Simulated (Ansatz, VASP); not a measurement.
**Ge: VASP beside Ansatz**

POSCAR

```
Ge
1.0
    0.0000000000      2.8099234548      2.8099234548
    2.8099234548      0.0000000000      2.8099234548
    2.8099234548      2.8099234548      0.0000000000
Ge
2
Direct
    0.7500000000      0.7500000000      0.7500000000
    0.5000000000      0.5000000000      0.5000000000
```

INCAR.step1

```
SYSTEM = Ge
PREC = Accurate ; ENCUT = 520
ISMEAR = -1 ; SIGMA = 0.05
LREAL = .False. ; LASPH = .True.
NELM = 100 ; NBANDS = 21
GGA = PE ; ALGO = Normal
EDIFF = 1E-4 ; LWAVE = .True.
LCHARG = .False.
```

File INCAR.step2:

```
SYSTEM = Ge
PREC = Accurate ; ENCUT = 520
EDIFF = 1E-6 ; ISMEAR = -1
SIGMA = 0.05 ; LREAL = .False.
LASPH = .True. ; NELM = 100
ALGO = Normal ; ISIF = 2
LWAVE = .False. ; LCHARG = .False.
METAGGA = R2SCAN ; LMIXTAU = .True.
NBANDS = 21 ; ISTART = 1
```

KPOINTS

```
Automatic mesh
0
Gamma
  8 8 8
  0 0 0
```

The input input.yaml:

```yaml
crystal:
  lattice:
    - [0.0, 2.8099234548, 2.8099234548]
    - [2.8099234548, 0.0, 2.8099234548]
    - [2.8099234548, 2.8099234548, 0.0]
  atoms:
    - { symbol: Ge, position: [0.75, 0.75, 0.75] }
    - { symbol: Ge, position: [0.5, 0.5, 0.5] }
hamiltonian:
  xc: r2scan
  pseudopotentials: { kind: paw }
kpoints:
  mp_grid: { grid: [8, 8, 8] }
scf:
  occupations: { method: fermi_dirac, width: 0.05 }
output:
  forces: true
  stress: true
  eigenvalues: true
```

Alike in both runs: task single point; functional r2SCAN; k mesh 8 × 8 × 8; occupations fermi-dirac, width 0.05 eV; no spin polarisation.

|  | VASP | Ansatz |
| --- | --- | --- |
| version | VASP 6.6.1 | Ansatz 0.2.0 |
| potentials or method | VASP PAW PBE potentials, release 64 (Ge_d) | Ansatz PAW |
| plane-wave cutoff (eV) | 520 | 500 |
| valence electrons in the cell | 28 | 28 |

```tsv
	VASP	Ansatz	Ansatz less VASP
gap on the k mesh at the Fermi level (eV)	0.51	0.53	+0.023
least direct gap on the mesh (eV)	0.60	0.64	+0.043
pressure (GPa)	2.3	2.2	-0.07
```

VASP's potentials were made for PBE, not for r2SCAN. The functional is the same, so the differences come from potentials, cutoffs and numerics.
